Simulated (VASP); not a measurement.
# SrO (Pm-3m) in VASP: a series of runs

Aim: see how the results for SrO move with the level of theory and the settings. Levels: PBE, LDA, r2SCAN. Tasks: single point.

All numbers are computed with VASP 6.6.1; they aren't measurements. Logs are shortened: lines on timing, memory, paths and dates and some standing lists are left out, and cuts for length are marked.

## (1) The cell of the first run

It takes space group Pm-3m (No. 221, cubic). Conventional cell: a = 3.134 Å, b = 3.134 Å, c = 3.134 Å, α = 90.00°, β = 90.00°, γ = 90.00°. Sr (site symmetry m-3m) has 8 O at 2.71 Å and 6 Sr at 3.13 Å within 3.6 Å. Within 3.6 Å of O (site symmetry m-3m) lie 8 Sr at 2.71 Å and 6 O at 3.13 Å.

## (2) Single point, PBE

The input, INCAR:

```
SYSTEM = SrO
  PREC = Accurate
  ENCUT = 520
  EDIFF = 1E-6
  ISMEAR = -1
  SIGMA = 0.02
  LREAL = .FALSE.
  LASPH = .TRUE.
  NELM = 80
  ALGO = Normal
  ISIF = 2
  LWAVE = .FALSE.
  LCHARG = .FALSE.
  GGA = PE
  NBANDS = 15
```

The input, KPOINTS:

```
regular mesh
0
G
  8 8 8
  0 0 0
```

The input, POSCAR:

```
SrO
1.0
    3.1335790780      0.0000000000      0.0000000000
    0.0000000000      3.1335790780      0.0000000000
    0.0000000000      0.0000000000      3.1335790780
Sr O
1 1
Direct
    0.0000000000      0.0000000000      0.0000000000
    0.5000000000      0.5000000000      0.5000000000
```

Potentials or basis: VASP PAW PBE potentials, release 64 (Sr_sv, O).

Launch:

```
> cat potpaw_PBE.64/Sr_sv/POTCAR potpaw_PBE.64/O/POTCAR > POTCAR
> mpirun -np 1 vasp_std > vasp.out
```

OUTCAR:

```text
SYSTEM = SrO
   PREC = Accurate
   ENCUT = 520
   EDIFF = 1E-6
   ISMEAR = -1
   LREAL = .FALSE.
   LASPH = .TRUE.
   NELM = 80
   ISIF = 2
   GGA = PE

 ion  position               nearest neighbor table
   1  0.000  0.000  0.000-   2 2.71   2 2.71   2 2.71   2 2.71   2 2.71   2 2.71   2 2.71   2 2.71

   2  0.500  0.500  0.500-   1 2.71   1 2.71   1 2.71   1 2.71   1 2.71   1 2.71   1 2.71   1 2.71

  LATTYP: Found a simple cubic cell.
 ALAT       =     3.1335790780

  Lattice vectors:

 A1 = (   3.1335790780,   0.0000000000,   0.0000000000)
 A2 = (   0.0000000000,   3.1335790780,   0.0000000000)
 A3 = (   0.0000000000,   0.0000000000,   3.1335790780)

Analysis of symmetry for initial positions (statically):
=====================================================================
 Subroutine PRICEL returns:
 Original cell was already a primitive cell.

 Routine SETGRP: Setting up the symmetry group for a
 simple cubic supercell.

 Subroutine GETGRP returns: Found 48 space group operations
 (whereof 48 operations were pure point group operations)
 out of a pool of 48 trial point group operations.

The static configuration has the point symmetry O_h .

Analysis of symmetry for dynamics (positions and initial velocities):
=====================================================================
 Subroutine PRICEL returns:
 Original cell was already a primitive cell.

 Routine SETGRP: Setting up the symmetry group for a
 simple cubic supercell.

 Subroutine GETGRP returns: Found 48 space group operations
 (whereof 48 operations were pure point group operations)
 out of a pool of 48 trial point group operations.

The dynamic configuration has the point symmetry O_h .

 Subroutine INISYM returns: Found 48 space group operations
 (whereof 48 operations are pure point group operations),
 and found     1 'primitive' translations

----------------------------------------------------------------------------------------

                                     Primitive cell

  volume of cell :      30.7696

  direct lattice vectors                    reciprocal lattice vectors
     3.133579078  0.000000000  0.000000000     0.319123908  0.000000000  0.000000000
     0.000000000  3.133579078  0.000000000     0.000000000  0.319123908  0.000000000
     0.000000000  0.000000000  3.133579078     0.000000000  0.000000000  0.319123908

  length of vectors
     3.133579078  3.133579078  3.133579078     0.319123908  0.319123908  0.319123908

  position of ions in fractional coordinates (direct lattice)
     0.000000000  0.000000000  0.000000000
     0.500000000  0.500000000  0.500000000

  ion indices of the primitive-cell ions
   primitive index   ion index
                 1           1
                 2           2

----------------------------------------------------------------------------------------

 KPOINTS: regular mesh

Automatic generation of k-mesh.
 Grid dimensions read from file:
 generate k-points for:    8    8    8

 Generating k-lattice:

  Cartesian coordinates                     Fractional coordinates (reciprocal lattice)
     0.039890488  0.000000000  0.000000000     0.125000000  0.000000000  0.000000000
     0.000000000  0.039890488  0.000000000     0.000000000  0.125000000  0.000000000
     0.000000000  0.000000000  0.039890488     0.000000000  0.000000000  0.125000000

  Length of vectors
     0.039890488  0.039890488  0.039890488

  Shift w.r.t. Gamma in fractional coordinates (k-lattice)
     0.000000000  0.000000000  0.000000000

 Subroutine IBZKPT returns following result:
 ===========================================

 Found     35 irreducible k-points:

 Following reciprocal coordinates:
            Coordinates               Weight
  0.000000  0.000000  0.000000      1.000000
  0.125000  0.000000  0.000000      6.000000
  0.250000  0.000000  0.000000      6.000000
  0.375000  0.000000  0.000000      6.000000
  0.500000  0.000000  0.000000      3.000000
  0.125000  0.125000  0.000000     12.000000
[... 16 lines left out ...]
  0.375000  0.375000  0.125000     24.000000
  0.500000  0.375000  0.125000     24.000000
 [... further k-points ...]
   k-points           NKPTS =     35   k-points in BZ     NKDIM =     35   number of bands    NBANDS=     15
   number of dos      NEDOS =    301   number of ions     NIONS =      2
   total plane-waves  NPLWV =  13824
   dimension x,y,z NGX =    24 NGY =   24 NGZ =   24
   dimension x,y,z NGXF=    48 NGYF=   48 NGZF=   48
   ions per type =               1   1
   NGX,Y,Z   is equivalent  to a cutoff of  12.73, 12.73, 12.73 a.u.
   NGXF,Y,Z  is equivalent  to a cutoff of  25.47, 25.47, 25.47 a.u.
 SYSTEM =  SrO
   PREC   = accura    normal or accurate (medium, high low for compatibility)
   ISTART =      0    job   : 0-new  1-cont  2-samecut
   ICHARG =      2    charge: 1-file 2-atom 10-const
   ISPIN  =      1    spin polarized calculation?
   LNONCOLLINEAR =      F non collinear calculations
   LSORBIT =      F    spin-orbit coupling
   LASPH  =      T    aspherical Exc in radial PAW
   ENCUT  =  520.0 eV  38.22 Ry    6.18 a.u.   5.83  5.83  5.83*2*pi/ulx,y,z
   NELM   =     80;   NELMIN=  2; NELMDL= -5     # of ELM steps
   EDIFF  = 0.1E-05   stopping-criterion for ELM
   LREAL  =      F    real-space projection
   EDIFFG = 0.1E-04   stopping-criterion for IOM
   NSW    =      0    number of steps for IOM
   IBRION =     -1    ionic relax: 0-MD 1-quasi-New 2-CG
   NFREE  =      0    steps in history (QN), initial steepest desc. (CG)
   ISIF   =      2    stress and relaxation
   ISYM   =      2    0-nonsym 1-usesym 2-fastsym
   POTIM  = 0.5000    time-step for ionic-motion
   TEBEG  =    0.0;   TEEND  =   0.0 temperature during run
   PSTRESS=    0.0 pullay stress
   NELECT =      16.0000    total number of electrons
   NUPDOWN=      -1.0000    fix difference up-down
   EMIN   =  10.00;   EMAX   =-10.00  energy-range for DOS
   EFERMI =   0.00;   METHOD = LEGACY
   ISMEAR =    -1;   SIGMA  =   0.02  broadening in eV -4-tet -1-fermi 0-gaus
   EFERMI_NEDOS =   21; number of points for ismear=-14 and -15
   IALGO  =     38    algorithm
   IMIX   =      4    mixing-type and parameters
     AMIX     =   0.40;   BMIX     =  1.00
     AMIX_MAG =   1.60;   BMIX_MAG =  1.00
  volume/ion in A,a.u.               =      15.38       103.82
  Fermi-wavevector in a.u.,A,eV,Ry     =   1.316459  2.487748 23.579789  1.733066
  Thomas-Fermi vector in A             =   2.446570
   LORBIT       =      0    0 simple, 1 ext, 2 COOP (PROOUT), +10 PAW based schemes
   GGA     = PE    functional components
   LHFCALC =     F    Hartree Fock is set to
   AEXX    =    0.0000 exact exchange contribution
   IVDW    =     0    specifies the selected vdW correction
   LEPSILON=     F    determine dielectric tensor
   LRPA    =     F    only Hartree local field effects (RPA)
 non-spin polarized calculation
  energy-cutoff  :      520.00
  volume of cell :       30.77
 maximum number of plane-waves:       852
 NGX is ok and might be reduce to    24
   NGX = 11   NGY = 11   NGZ = 11

 number of electron      16.0000002 magnetization

 Free energy of the ion-electron system (eV)
  ---------------------------------------------------
  ext. energy  EPLUGINS =         0.00000000
  ---------------------------------------------------
  free energy    TOTEN  =       -11.22314618 eV

  energy without entropy =      -11.22314618  energy(sigma->0) =      -11.22314618

 E-fermi :   3.4699     XC(G=0): -10.6753

 val. band max:        2.9721720503   @ k =   0.5000   0.5000   0.0000
 cond. band min:       5.7244848563   @ k =   0.0000   0.0000   0.0000
 fundamental gap:      2.7523128060
 Fermi energy:         3.4699305087

 k-point     1 :       0.0000    0.0000    0.0000
  band No.  band energies     occupation
      1     -30.9671      2.00000
      2     -12.6694      2.00000
      3     -12.2119      2.00000
      4     -12.2119      2.00000
      5     -12.2119      2.00000
      6       2.8932      2.00000
      7       2.8932      2.00000
      8       2.8932      2.00000
      9       5.7245      0.00000
     10       5.7245      0.00000
     11       7.3704      0.00000
     12      13.2944      0.00000
     13      13.2944      0.00000
     14      13.2944      0.00000
     15      22.2672      0.00000

 k-point     2 :       0.1250    0.0000    0.0000
  band No.  band energies     occupation
      1     -30.9382      2.00000
      2     -13.2096      2.00000
      3     -12.1850      2.00000
      4     -12.1850      2.00000
      5     -11.8221      2.00000
      6       2.2767      2.00000
      7       2.8166      2.00000
      8       2.8166      2.00000
      9       5.8587      0.00000
     10       6.4485      0.00000
     11       8.0355      0.00000
     12      13.0425      0.00000
     13      13.0425      0.00000
     14      13.3677      0.00000
     15      20.2405      0.00000

 k-point     3 :       0.2500    0.0000    0.0000
  band No.  band energies     occupation
      1     -30.8675      2.00000
      2     -13.9524      2.00000
      3     -12.1192      2.00000
      4     -12.1192      2.00000
      5     -11.4120      2.00000
      6       1.1990      2.00000
      7       2.6244      2.00000
      8       2.6244      2.00000
      9       6.2155      0.00000
     10       8.1176      0.00000
     11       9.5491      0.00000
     12      12.5665      0.00000
     13      12.5665      0.00000
     14      13.5528      0.00000
     15      17.8058      0.00000
[... 343 lines left out ...]
 k-point    23 :       0.3750    0.3750    0.1250
  band No.  band energies     occupation
      1     -30.6113      2.00000
      2     -13.7611      2.00000
      3     -13.3299      2.00000
      4     -12.1646      2.00000
      5     -11.7924      2.00000
      6       1.2444      2.00000
      7       1.6162      2.00000
      8       2.4412      2.00000
      9       8.0374      0.00000
     10       8.6033      0.00000
     11      10.7472      0.00000
     12      11.1072      0.00000
     13      12.6893      0.00000
     14      14.6836      0.00000
     15      19.1640      0.00000

 k-point    24 :       0.5000    0.3750    0.1250
  band No.  band energies     occupation
      1     -30.5835      2.00000
      2     -13.7707      2.00000
      3     -13.3054      2.00000
      4     -12.1223      2.00000
      5     -12.0119      2.00000
      6       1.3370      2.00000
      7       1.4884      2.00000
      8       2.4690      2.00000
      9       7.9560      0.00000
     10       8.3551      0.00000
     11      10.7387      0.00000
     12      10.7456      0.00000
     13      13.4982      0.00000
     14      16.4639      0.00000
     15      17.6569      0.00000

 [... further k-points ...]
[... 5 lines left out ...]
  --------------------------------------------------------------------------------------
  -------------------------------------------------------------------------------------
  Total        0.1328167      0.1328167      0.1328167      0.0000000     -0.0000000     -0.0000000
  in kB        6.9157814      6.9157814      6.9157814      0.0000000     -0.0000000     -0.0000000
  external PRESSURE =       6.9157814 kB  Pullay stress =       0.0000000 kB

 VOLUME and BASIS-vectors are now :
 -----------------------------------------------------------------------------
  energy-cutoff  :      520.00
  volume of cell :       30.77
      direct lattice vectors                 reciprocal lattice vectors
     3.133579078  0.000000000  0.000000000     0.319123908  0.000000000  0.000000000
     0.000000000  3.133579078  0.000000000     0.000000000  0.319123908  0.000000000
     0.000000000  0.000000000  3.133579078     0.000000000  0.000000000  0.319123908

 POSITION                                       TOTAL-FORCE (eV/Angst)
 -----------------------------------------------------------------------------------
      0.00000      0.00000      0.00000         0.000000      0.000000      0.000000
      1.56679      1.56679      1.56679         0.000000      0.000000      0.000000
 -----------------------------------------------------------------------------------
    total drift:                                0.000000      0.000000     -0.000000

  FREE ENERGIE OF THE ION-ELECTRON SYSTEM (eV)
  ---------------------------------------------------
  free  energy   TOTEN  =       -11.2231461824 eV

  energy  without entropy=      -11.2231461824  energy(sigma->0) =      -11.22314618
```

It took 15 s on 1 thread of Intel Xeon 8259CL, shared host; peak memory 0.15 GiB.

Results:

- Free energy: -11.2231 eV
- Pressure: 0.7 GPa
- Band gap on the k mesh: 2.75 eV, indirect (least direct gap 2.83 eV)

A k mesh can miss the band edges. Expect the measured gap to be larger: semilocal functionals such as PBE lack the derivative discontinuity.

## (3) Single point, PBE

This run uses another cell than the first one, of 14.94 Å³/atom, 0.971 times its volume.

Changes to INCAR since step 2:

```diff
@@ -8,3 +8,3 @@
   LASPH = .TRUE.
-  NELM = 80
+  NELM = 100
   ALGO = Normal
```

The input, KPOINTS:

```
Automatic mesh
0
G
  8 8 8
  0 0 0
```

The input, POSCAR:

```
SrO
1.0
    3.1028650670      0.0000000000      0.0000000000
    0.0000000000      3.1028650670      0.0000000000
    0.0000000000      0.0000000000      3.1028650670
Sr O
1 1
Direct
    0.0000000000      0.0000000000      0.0000000000
    0.5000000000      0.5000000000      0.5000000000
```

Potentials or basis: VASP PAW PBE potentials, release 64 (Sr_sv, O).

Launch:

```
> cat potpaw_PBE.64/Sr_sv/POTCAR potpaw_PBE.64/O/POTCAR > POTCAR
> mpirun -np 1 vasp_std > vasp.out
```

OUTCAR:

```text
SYSTEM = SrO
   PREC = Accurate
   ENCUT = 520
   EDIFF = 1E-6
   ISMEAR = -1
   LREAL = .FALSE.
   LASPH = .TRUE.
   NELM = 100
   ISIF = 2
   GGA = PE

 ion  position               nearest neighbor table
   1  0.000  0.000  0.000-   2 2.69   2 2.69   2 2.69   2 2.69   2 2.69   2 2.69   2 2.69   2 2.69

   2  0.500  0.500  0.500-   1 2.69   1 2.69   1 2.69   1 2.69   1 2.69   1 2.69   1 2.69   1 2.69

  LATTYP: Found a simple cubic cell.
 ALAT       =     3.1028650670

  Lattice vectors:

 A1 = (   3.1028650670,   0.0000000000,   0.0000000000)
 A2 = (   0.0000000000,   3.1028650670,   0.0000000000)
 A3 = (   0.0000000000,   0.0000000000,   3.1028650670)

Analysis of symmetry for initial positions (statically):
=====================================================================
 Subroutine PRICEL returns:
 Original cell was already a primitive cell.

 Routine SETGRP: Setting up the symmetry group for a
 simple cubic supercell.

 Subroutine GETGRP returns: Found 48 space group operations
 (whereof 48 operations were pure point group operations)
 out of a pool of 48 trial point group operations.

The static configuration has the point symmetry O_h .

[... 167 lines left out ...]
 k-point     1 :       0.0000    0.0000    0.0000
  band No.  band energies     occupation
      1     -30.7391      2.00000
      2     -12.5639      2.00000
      3     -11.9245      2.00000
      4     -11.9245      2.00000
      5     -11.9245      2.00000
      6       3.0707      2.00000
      7       3.0707      2.00000
      8       3.0707      2.00000
      9       5.8817      0.00000
     10       5.8817      0.00000
     11       7.8485      0.00000
     12      13.6904      0.00000
     13      13.6904      0.00000
     14      13.6904      0.00000
[... 401 lines left out ...]
      2     -13.6242      2.00000
      3     -13.1036      2.00000
      4     -11.8550      2.00000
      5     -11.8238      2.00000
      6       1.4834      2.00000
      7       1.6181      2.00000
      8       2.6220      2.00000
      9       8.2369      0.00000
     10       8.6428      0.00000
     11      11.0561      0.00000
     12      11.0568      0.00000
     13      13.9621      0.00000
     14      17.0604      0.00000
     15      18.2648      0.00000

 [... further k-points ...]
[... 5 lines left out ...]
  --------------------------------------------------------------------------------------
  -------------------------------------------------------------------------------------
  Total        0.6692061      0.6692061      0.6692061      0.0000000      0.0000000     -0.0000000
  in kB       35.8906920     35.8906920     35.8906920      0.0000000      0.0000000     -0.0000000
  external PRESSURE =      35.8906920 kB  Pullay stress =       0.0000000 kB

 VOLUME and BASIS-vectors are now :
 -----------------------------------------------------------------------------
  energy-cutoff  :      520.00
  volume of cell :       29.87
      direct lattice vectors                 reciprocal lattice vectors
     3.102865067  0.000000000  0.000000000     0.322282787  0.000000000  0.000000000
     0.000000000  3.102865067  0.000000000     0.000000000  0.322282787  0.000000000
     0.000000000  0.000000000  3.102865067     0.000000000  0.000000000  0.322282787

 POSITION                                       TOTAL-FORCE (eV/Angst)
 -----------------------------------------------------------------------------------
      0.00000      0.00000      0.00000         0.000000      0.000000      0.000000
      1.55143      1.55143      1.55143         0.000000      0.000000      0.000000
 -----------------------------------------------------------------------------------
    total drift:                                0.000000      0.000000     -0.000000

  FREE ENERGIE OF THE ION-ELECTRON SYSTEM (eV)
  ---------------------------------------------------
  free  energy   TOTEN  =       -11.2106726522 eV

  energy  without entropy=      -11.2106726522  energy(sigma->0) =      -11.21067265
```

OSZICAR:

```text
N       E                     dE             d eps       ncg     rms          rms(c)
DAV:   1     0.646911822538E+02    0.64691E+02   -0.85330E+03  1050   0.106E+03
DAV:   2    -0.104702128331E+02   -0.75161E+02   -0.69010E+02  1461   0.222E+02
DAV:   3    -0.131701317692E+02   -0.26999E+01   -0.26851E+01  1336   0.366E+01
DAV:   4    -0.132119637478E+02   -0.41832E-01   -0.41822E-01  1371   0.419E+00
DAV:   5    -0.132127306767E+02   -0.76693E-03   -0.76689E-03  1368   0.410E-01    0.157E+01
DAV:   6    -0.113519824778E+02    0.18607E+01   -0.49061E+00  1106   0.179E+01    0.181E+01
DAV:   7    -0.112447010954E+02    0.10728E+00   -0.25385E-01  1173   0.404E+00    0.105E+01
DAV:   8    -0.112094312131E+02    0.35270E-01   -0.11890E-01  1323   0.336E+00    0.911E-01
DAV:   9    -0.112106586201E+02   -0.12274E-02   -0.68803E-03  1389   0.661E-01    0.241E-01
DAV:  10    -0.112106267439E+02    0.31876E-04   -0.70344E-04  1155   0.286E-01    0.903E-02
DAV:  11    -0.112106718885E+02   -0.45145E-04   -0.80549E-05  1209   0.880E-02    0.361E-02
DAV:  12    -0.112106732589E+02   -0.13703E-05   -0.94012E-06  1496   0.338E-02    0.820E-03
DAV:  13    -0.112106726522E+02    0.60668E-06   -0.18049E-06  1131   0.141E-02
   1 F= -.11210673E+02 E0= -.11210673E+02  d E =-.235751E-13
```

stdout:

```text
POSCAR found type information on POSCAR SrO
 POSCAR found :  2 types and       2 ions
 scaLAPACK will be used
 LDA part: xc-table for (Slater+PW92), standard interpolation
 POSCAR, INCAR and KPOINTS ok, starting setup
 FFT: planning ... GRIDC
 FFT: planning ... GRID_SOFT
 FFT: planning ... GRID
 WAVECAR not read
 entering main loop
```

Wall time 14 s (1 thread of Intel Xeon 8259CL, shared host); peak memory 0.15 GiB.

Results:

```yaml
Free_energy: -11.2107 eV
Pressure: 3.6 GPa
Band_gap_on_the_k_mesh: 2.75 eV, indirect (least direct gap 2.81 eV)
```

A k mesh can miss the band edges.

(Part 1 of 2 ends here.)
